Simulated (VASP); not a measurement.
# WC (P-6m2) in VASP: further runs

Runs on WC. Level: PBE. Tasks: single point, relaxation of shape and atoms at fixed volume.

Everything below comes from runs of VASP 6.6.1. Logs are shortened: lines on timing, memory, paths and dates and some standing lists are left out, and cuts for length are marked.

## (1) The cell of the first run

The structure is hexagonal, space group P-6m2 (No. 187). The conventional cell has a = 2.901 Å, b = 2.901 Å, c = 2.828 Å, α = 90.00°, β = 90.00°, γ = 120.00°. Within 2.9 Å of W (site symmetry -6m2) lie 6 C at 2.19 Å and 2 W at 2.83 Å. C (site symmetry -6m2) has 6 W at 2.19 Å and 2 C at 2.83 Å within 2.9 Å.

## (2) Single point, PBE

INCAR

```
PREC = Accurate
ENCUT = 520
EDIFF = 1E-7
ISMEAR = 0
SIGMA = 0.05
LREAL = False
LASPH = True
NELM = 60
ALGO = Normal
ISIF = 2
LWAVE = False
LCHARG = False
GGA = PE
NBANDS = 16
```

KPOINTS

```
regular mesh
0
Gamma
  8 8 6
```

POSCAR

```
WC
1.0
    2.9009900485      0.0000000000      0.0000000000
   -1.4504950242      2.5123310781      0.0000000000
    0.0000000000      0.0000000000      2.8280461283
W C
1 1
Direct
    0.0000000000      0.0000000000      0.0000000000
    0.6666666667      0.3333333333      0.5000000000
```

Potentials or basis: VASP PAW PBE potentials, release 64 (W_sv, C).

Command:

```
$ cat potpaw_PBE.64/W_sv/POTCAR potpaw_PBE.64/C/POTCAR > POTCAR
$ mpirun -np 1 vasp_std > vasp.out
```

OUTCAR:

```text
PREC = Accurate
   ENCUT = 520
   EDIFF = 1E-7
   ISMEAR = 0
   LREAL = False
   LASPH = True
   NELM = 60
   ISIF = 2
   GGA = PE

 ion  position               nearest neighbor table
   1  0.000  0.000  0.000-   2 2.19   2 2.19   2 2.19   2 2.19   2 2.19   2 2.19
   2  0.667  0.333  0.500-   1 2.19   1 2.19   1 2.19   1 2.19   1 2.19   1 2.19

  LATTYP: Found a hexagonal cell.
 ALAT       =     2.9009900485
 C/A-ratio  =     0.9748555083

  Lattice vectors:

 A1 = (   2.9009900485,   0.0000000000,   0.0000000000)
 A2 = (  -1.4504950242,   2.5123310781,   0.0000000000)
 A3 = (   0.0000000000,   0.0000000000,   2.8280461283)

Analysis of symmetry for initial positions (statically):
=====================================================================
 Subroutine PRICEL returns:
 Original cell was already a primitive cell.

 Routine SETGRP: Setting up the symmetry group for a
 hexagonal supercell.

 Subroutine GETGRP returns: Found 12 space group operations
 (whereof 12 operations were pure point group operations)
 out of a pool of 24 trial point group operations.

The static configuration has the point symmetry D_3h.

Analysis of symmetry for dynamics (positions and initial velocities):
=====================================================================
 Subroutine PRICEL returns:
 Original cell was already a primitive cell.

 Routine SETGRP: Setting up the symmetry group for a
 hexagonal supercell.

 Subroutine GETGRP returns: Found 12 space group operations
 (whereof 12 operations were pure point group operations)
 out of a pool of 24 trial point group operations.

The dynamic configuration has the point symmetry D_3h.

 Subroutine INISYM returns: Found 12 space group operations
 (whereof 12 operations are pure point group operations),
 and found     1 'primitive' translations

----------------------------------------------------------------------------------------

                                     Primitive cell

  volume of cell :      20.6115

  direct lattice vectors                    reciprocal lattice vectors
     2.900990049  0.000000000  0.000000000     0.344709904  0.199018356  0.000000000
    -1.450495024  2.512331078  0.000000000     0.000000000  0.398036711  0.000000000
     0.000000000  0.000000000  2.828046128     0.000000000  0.000000000  0.353601022

  length of vectors
     2.900990049  2.900990048  2.828046128     0.398036711  0.398036711  0.353601022

  position of ions in fractional coordinates (direct lattice)
     0.000000000  0.000000000  0.000000000
     0.666666667  0.333333333  0.500000000

  ion indices of the primitive-cell ions
   primitive index   ion index
                 1           1
                 2           2

----------------------------------------------------------------------------------------

 KPOINTS: regular mesh

Automatic generation of k-mesh.
 Grid dimensions read from file:
 generate k-points for:    8    8    6

 Generating k-lattice:

  Cartesian coordinates                     Fractional coordinates (reciprocal lattice)
     0.043088738  0.024877294  0.000000000     0.125000000  0.000000000  0.000000000
     0.000000000  0.049754589  0.000000000     0.000000000  0.125000000  0.000000000
     0.000000000  0.000000000  0.058933504     0.000000000  0.000000000  0.166666667

  Length of vectors
     0.049754589  0.049754589  0.058933504

  Shift w.r.t. Gamma in fractional coordinates (k-lattice)
     0.000000000  0.000000000  0.000000000

 Subroutine IBZKPT returns following result:
 ===========================================

 Found     40 irreducible k-points:

 Following reciprocal coordinates:
            Coordinates               Weight
  0.000000  0.000000  0.000000      1.000000
  0.125000  0.000000  0.000000      6.000000
  0.250000  0.000000  0.000000      6.000000
  0.375000 -0.000000  0.000000      6.000000
  0.500000  0.000000  0.000000      3.000000
  0.125000  0.125000  0.000000      6.000000
[... 16 lines left out ...]
  0.250000  0.000000  0.333333     12.000000
  0.375000 -0.000000  0.333333     12.000000
 [... further k-points ...]
   k-points           NKPTS =     40   k-points in BZ     NKDIM =     40   number of bands    NBANDS=     16
   number of dos      NEDOS =    301   number of ions     NIONS =      2
   total plane-waves  NPLWV =  13824
   dimension x,y,z NGX =    24 NGY =   24 NGZ =   24
   dimension x,y,z NGXF=    48 NGYF=   48 NGZF=   48
   ions per type =               1   1
   NGX,Y,Z   is equivalent  to a cutoff of  13.75, 13.75, 14.11 a.u.
   NGXF,Y,Z  is equivalent  to a cutoff of  27.51, 27.51, 28.22 a.u.
 SYSTEM =  unknown system
   PREC   = accura    normal or accurate (medium, high low for compatibility)
   ISTART =      0    job   : 0-new  1-cont  2-samecut
   ICHARG =      2    charge: 1-file 2-atom 10-const
   ISPIN  =      1    spin polarized calculation?
   LNONCOLLINEAR =      F non collinear calculations
   LSORBIT =      F    spin-orbit coupling
   LASPH  =      T    aspherical Exc in radial PAW
   ENCUT  =  520.0 eV  38.22 Ry    6.18 a.u.   5.39  5.39  5.26*2*pi/ulx,y,z
   NELM   =     60;   NELMIN=  2; NELMDL= -5     # of ELM steps
   EDIFF  = 0.1E-06   stopping-criterion for ELM
   LREAL  =      F    real-space projection
   EDIFFG = 0.1E-05   stopping-criterion for IOM
   NSW    =      0    number of steps for IOM
   IBRION =     -1    ionic relax: 0-MD 1-quasi-New 2-CG
   NFREE  =      0    steps in history (QN), initial steepest desc. (CG)
   ISIF   =      2    stress and relaxation
   ISYM   =      2    0-nonsym 1-usesym 2-fastsym
   POTIM  = 0.5000    time-step for ionic-motion
   TEBEG  =    0.0;   TEEND  =   0.0 temperature during run
   PSTRESS=    0.0 pullay stress
   NELECT =      18.0000    total number of electrons
   NUPDOWN=      -1.0000    fix difference up-down
   EMIN   =  10.00;   EMAX   =-10.00  energy-range for DOS
   EFERMI =   0.00;   METHOD = LEGACY
   ISMEAR =     0;   SIGMA  =   0.05  broadening in eV -4-tet -1-fermi 0-gaus
   EFERMI_NEDOS =   21; number of points for ismear=-14 and -15
   IALGO  =     38    algorithm
   IMIX   =      4    mixing-type and parameters
     AMIX     =   0.40;   BMIX     =  1.00
     AMIX_MAG =   1.60;   BMIX_MAG =  1.00
  volume/ion in A,a.u.               =      10.31        69.55
  Fermi-wavevector in a.u.,A,eV,Ry     =   1.564813  2.957068 33.315769  2.448640
  Thomas-Fermi vector in A             =   2.667381
   LORBIT       =      0    0 simple, 1 ext, 2 COOP (PROOUT), +10 PAW based schemes
   GGA     = PE    functional components
   LHFCALC =     F    Hartree Fock is set to
   AEXX    =    0.0000 exact exchange contribution
   IVDW    =     0    specifies the selected vdW correction
   LEPSILON=     F    determine dielectric tensor
   LRPA    =     F    only Hartree local field effects (RPA)
 non-spin polarized calculation
 Gauss-broadening in eV      SIGMA  =   0.05
  energy-cutoff  :      520.00
  volume of cell :       20.61
 maximum number of plane-waves:       580
 NGX is ok and might be reduce to    24
   NGX = 11   NGY = 11   NGZ = 11

 number of electron      18.0000001 magnetization

 Free energy of the ion-electron system (eV)
  ---------------------------------------------------
  ext. energy  EPLUGINS =         0.00000000
  ---------------------------------------------------
  free energy    TOTEN  =       -22.43373048 eV

  energy without entropy =      -22.43300621  energy(sigma->0) =      -22.43336834

 E-fermi :  11.2557     XC(G=0): -13.8377

 val. band max:       11.1163077168   @ k =   0.1250   0.0000   0.5000
 cond. band min:      11.2694716893   @ k =   0.0000   0.0000   0.0000
 fundamental gap:      0.1531639726
 Fermi energy:        11.2556622318

 k-point     1 :       0.0000    0.0000    0.0000
  band No.  band energies     occupation
      1     -62.8042      2.00000
      2     -26.7933      2.00000
      3     -26.6778      2.00000
      4     -26.6778      2.00000
      5      -3.3321      2.00000
      6       6.8261      2.00000
[... 8 lines left out ...]
     15      25.5964      0.00000
     16      27.9632      0.00000

 k-point     2 :       0.1250    0.0000    0.0000
  band No.  band energies     occupation
      1     -62.7954      2.00000
      2     -26.8057      2.00000
      3     -26.7768      2.00000
      4     -26.7068      2.00000
      5      -2.9268      2.00000
      6       6.7669      2.00000
[... 8 lines left out ...]
     15      25.0183      0.00000
     16      28.8071      0.00000

 k-point     3 :       0.2500    0.0000    0.0000
  band No.  band energies     occupation
      1     -62.7742      2.00000
      2     -27.1050      2.00000
      3     -26.7761      2.00000
      4     -26.7367      2.00000
      5      -1.8692      2.00000
      6       5.6163      2.00000
[... 8 lines left out ...]
     15      25.2691      0.00000
     16      29.5323      0.00000

 k-point     4 :       0.3750   -0.0000    0.0000
  band No.  band energies     occupation
      1     -62.7530      2.00000
      2     -27.3921      2.00000
      3     -26.8444      2.00000
      4     -26.6963      2.00000
      5      -0.6108      2.00000
      6       4.5482      2.00000
[... 8 lines left out ...]
     15      25.7543      0.00000
     16      28.0509      0.00000
[... 324 lines left out ...]
 k-point    22 :       0.1250    0.0000    0.3333
  band No.  band energies     occupation
      1     -62.7636      2.00000
      2     -27.3512      2.00000
      3     -26.7473      2.00000
      4     -26.6531      2.00000
      5      -0.7461      2.00000
      6       4.5869      2.00000
[... 8 lines left out ...]
     15      26.1648      0.00000
     16      29.1604      0.00000

 k-point    23 :       0.2500    0.0000    0.3333
  band No.  band energies     occupation
      1     -62.7429      2.00000
      2     -27.2951      2.00000
      3     -27.0327      2.00000
      4     -26.7191      2.00000
      5      -0.3440      2.00000
      6       4.8233      2.00000
[... 8 lines left out ...]
     15      25.2527      0.00000
     16      28.8787      0.00000

 k-point    24 :       0.3750   -0.0000    0.3333
  band No.  band energies     occupation
      1     -62.7220      2.00000
      2     -27.3105      2.00000
      3     -27.2353      2.00000
      4     -26.7842      2.00000
      5      -0.0571      2.00000
      6       4.4307      2.00000
[... 8 lines left out ...]
     15      25.2754      0.00000
     16      28.4824      0.00000

 [... further k-points ...]
[... 5 lines left out ...]
  --------------------------------------------------------------------------------------
  -------------------------------------------------------------------------------------
  Total        1.2752092      1.2752092      1.1930829      0.0000000     -0.0000000      0.0000000
  in kB       99.1248242     99.1248242     92.7409658      0.0000000     -0.0000000      0.0000000
  external PRESSURE =      96.9968714 kB  Pullay stress =       0.0000000 kB

 VOLUME and BASIS-vectors are now :
 -----------------------------------------------------------------------------
  energy-cutoff  :      520.00
  volume of cell :       20.61
      direct lattice vectors                 reciprocal lattice vectors
     2.900990049  0.000000000  0.000000000     0.344709904  0.199018356  0.000000000
    -1.450495024  2.512331078  0.000000000     0.000000000  0.398036711  0.000000000
     0.000000000  0.000000000  2.828046128     0.000000000  0.000000000  0.353601022

 POSITION                                       TOTAL-FORCE (eV/Angst)
 -----------------------------------------------------------------------------------
      0.00000      0.00000      0.00000        -0.000000      0.000000      0.000000
      1.45050      0.83744      1.41402         0.000000      0.000000      0.000000
 -----------------------------------------------------------------------------------
    total drift:                                0.000000     -0.000000      0.000000

  FREE ENERGIE OF THE ION-ELECTRON SYSTEM (eV)
  ---------------------------------------------------
  free  energy   TOTEN  =       -22.4337304771 eV

  energy  without entropy=      -22.4330062098  energy(sigma->0) =      -22.43336834
```

Wall time 18 s (1 thread of Intel Xeon 8259CL, shared host); peak memory 0.15 GiB.

What came out:

```yaml
Free_energy: -22.4337 eV
Pressure: 9.7 GPa
Band_gap_on_the_k_mesh: zero (band 9 reaches 11.61 eV, above the bottom of band 10 at 10.60 eV)
```

Levels at points of the mesh, in eV from the Fermi level:
| k point | band 6 | band 7 | band 8 | band 9 | band 10 | band 11 | band 12 | band 13 |
| --- | --- | --- | --- | --- | --- | --- | --- | --- |
| (0.00, 0.00, 0.00) | -4.43 | -3.45 | -3.45 | 0.01 | 3.19 | 3.19 | 5.59 | 5.59 |
| (0.50, 0.00, 0.00) | -7.15 | -3.72 | -3.68 | -0.57 | 2.29 | 4.50 | 4.85 | 6.82 |
| (0.00, 0.00, 0.50) | -8.77 | -2.13 | -2.13 | -0.66 | -0.66 | 3.64 | 4.45 | 4.45 |
| (0.50, 0.00, 0.50) | -6.57 | -4.44 | -4.29 | 0.22 | 4.40 | 5.29 | 6.62 | 9.17 |

Caveat: the k points lie up to 0.37 Å⁻¹ apart; spin-orbit coupling is left out, which moves the levels of the heavy elements.

## (3) Single point, PBE

INCAR

```
PREC     = Accurate       # precision mode
ENCUT    = 520            # plane-wave cutoff, eV
EDIFF    = 1E-6           # SCF threshold, eV
ISMEAR   = 0              # smearing method
SIGMA    = 0.05           # smearing width, eV
LREAL    = False          # projectors in reciprocal space
LASPH    = True           # aspherical terms in the spheres
NELM     = 100            # most SCF steps
ALGO     = Normal         # electronic algorithm
ISIF     = 2              # what is computed and relaxed
LWAVE    = False          # write WAVECAR
LCHARG   = False          # write CHGCAR
GGA      = PE             # functional
NBANDS   = 16             # bands
```

KPOINTS

```
regular mesh
0
Gamma
  10 10 8
```

POSCAR is that of step 2.

Potentials or basis: VASP PAW PBE potentials, release 64 (W_sv, C).

Command:

```
$ cat potpaw_PBE.64/W_sv/POTCAR potpaw_PBE.64/C/POTCAR > POTCAR
$ mpirun -np 1 vasp_std > vasp.out
```

OUTCAR:

```text
PREC = Accurate
   ENCUT = 520
   EDIFF = 1E-6
   ISMEAR = 0
   LREAL = False
   LASPH = True
   NELM = 100
   ISIF = 2
   GGA = PE

 ion  position               nearest neighbor table
   1  0.000  0.000  0.000-   2 2.19   2 2.19   2 2.19   2 2.19   2 2.19   2 2.19
   2  0.667  0.333  0.500-   1 2.19   1 2.19   1 2.19   1 2.19   1 2.19   1 2.19

  LATTYP: Found a hexagonal cell.
 ALAT       =     2.9009900485
 C/A-ratio  =     0.9748555083

  Lattice vectors:

 A1 = (   2.9009900485,   0.0000000000,   0.0000000000)
[... 192 lines left out ...]
      6       6.8271      2.00000
[... 433 lines left out ...]
      3     -26.9109      2.00000
      4     -26.7837      2.00000
      5       0.1387      2.00000
      6       4.2370      2.00000
[... 8 lines left out ...]
     15      24.6259      0.00000
     16      28.6598      0.00000

 [... further k-points ...]
[... 5 lines left out ...]
  --------------------------------------------------------------------------------------
  -------------------------------------------------------------------------------------
  Total        1.2222634      1.2222634      1.2638830      0.0000000      0.0000000      0.0000000
  in kB       95.0092288     95.0092288     98.2444082      0.0000000      0.0000000      0.0000000
  external PRESSURE =      96.0876219 kB  Pullay stress =       0.0000000 kB

 VOLUME and BASIS-vectors are now :
 -----------------------------------------------------------------------------
  energy-cutoff  :      520.00
  volume of cell :       20.61
      direct lattice vectors                 reciprocal lattice vectors
     2.900990049  0.000000000  0.000000000     0.344709904  0.199018356  0.000000000
    -1.450495024  2.512331078  0.000000000     0.000000000  0.398036711  0.000000000
     0.000000000  0.000000000  2.828046128     0.000000000  0.000000000  0.353601022

 POSITION                                       TOTAL-FORCE (eV/Angst)
 -----------------------------------------------------------------------------------
      0.00000      0.00000      0.00000         0.000000     -0.000000      0.000000
      1.45050      0.83744      1.41402        -0.000000      0.000000      0.000000
 -----------------------------------------------------------------------------------
    total drift:                                0.000000     -0.000000      0.000000

  FREE ENERGIE OF THE ION-ELECTRON SYSTEM (eV)
  ---------------------------------------------------
  free  energy   TOTEN  =       -22.4392143350 eV

  energy  without entropy=      -22.4387973988  energy(sigma->0) =      -22.43900587
```

Wall time 20 s (1 thread of Intel Xeon 8259CL, shared host); peak memory 0.15 GiB.

What came out:

* Free energy: -22.4392 eV
* Pressure: 9.6 GPa
* Band gap on the k mesh: zero (band 9 reaches 11.81 eV, above the bottom of band 10 at 10.59 eV)

Levels at points of the mesh, in eV from the Fermi level:
```tsv
k point	band 6	band 7	band 8	band 9	band 10	band 11	band 12	band 13
(0.00, 0.00, 0.00)	-4.36	-3.38	-3.38	0.09	3.26	3.26	5.66	5.66
(0.50, 0.00, 0.00)	-7.08	-3.64	-3.61	-0.49	2.36	4.56	4.91	6.90
(0.00, 0.00, 0.50)	-8.70	-2.06	-2.06	-0.59	-0.59	3.71	4.52	4.52
(0.50, 0.00, 0.50)	-6.51	-4.37	-4.22	0.29	4.47	5.36	6.69	9.24
```

Caveat: spin-orbit coupling is left out, which moves the levels of the heavy elements.

(Continued in part 2 of 2.)
